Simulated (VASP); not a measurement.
Here is a VASP 6.6.1 calculation.

INCAR

```
ALGO     = Normal         # electronic algorithm
EDIFF    = 1E-7           # SCF threshold, eV
EDIFFG   = -0.01          # ionic threshold
ENCUT    = 600            # plane-wave cutoff, eV
GGA      = PE             # functional
IBRION   = 2              # ionic algorithm
ISIF     = 3              # what is computed and relaxed
ISMEAR   = 0              # smearing method
LASPH    = T              # aspherical terms in the spheres
LCHARG   = F              # write CHGCAR
LREAL    = F              # projectors in reciprocal space
LWAVE    = F              # write WAVECAR
NELM     = 60             # most SCF steps
NSW      = 80             # ionic steps
PREC     = Accurate       # precision mode
SIGMA    = 0.02           # smearing width, eV
```

KPOINTS

```
k-points
0
Gamma
  6 6 6
```

Contents of POSCAR:

```
TiO2
1.0
   -2.9654130727      2.9654130727      4.2024999322
    2.9654130727     -2.9654130727      4.2024999322
    2.9654130727      2.9654130727     -4.2024999322
Ti O
2 4
Direct
    0.0000000000      0.0000000000      0.0000000000
    0.7500000000      0.2500000000      0.5000000000
    0.3750000000      0.1269062642      0.2519062642
    0.8769062642      0.6250000000      0.7519062642
    0.8730937358      0.1250000000      0.2480937358
    0.8750000000      0.1230937358      0.7480937358
```

Potentials or basis: VASP PAW PBE potentials, release 64 (Ti_sv, O).

Launch:

```sh
$ cat potpaw_PBE.64/Ti_sv/POTCAR potpaw_PBE.64/O/POTCAR > POTCAR
$ mpirun -np 1 vasp_std > vasp.out
```

Q: What does it give for the relaxed cell?

A: a = 5.942 Å, b = 5.942 Å, c = 5.942 Å, α = 120.06°, β = 120.06°, γ = 89.89°.

Q: What does it give for the relaxed volume?

A: 24.70 Å³/atom.

Q: Predict the space group after relaxing (to 0.05 Å).

A: Fd-3m (No. 227).

Q: What does it give for the band gap on the k mesh?

A: 3.24 eV, indirect (the least direct gap lies 2.0 meV higher).

Final structure:
```yaml
crystal:
  lattice:
    - [-2.96807, 2.96807, 4.20551]
    - [2.96807, -2.96807, 4.20551]
    - [2.96807, 2.96807, -4.20551]
  atoms:
    - { symbol: Ti, position: [0.00000, 0.00000, 0.00000] }
    - { symbol: Ti, position: [0.75000, 0.25000, 0.50000] }
    - { symbol: O, position: [0.37500, 0.12690, 0.25190] }
    - { symbol: O, position: [0.87690, 0.62500, 0.75190] }
    - { symbol: O, position: [0.87310, 0.12500, 0.24810] }
    - { symbol: O, position: [0.87500, 0.12310, 0.74810] }
```

A k mesh can miss the band edges. PBE gaps usually lie below the measured ones, often by a third to a half.
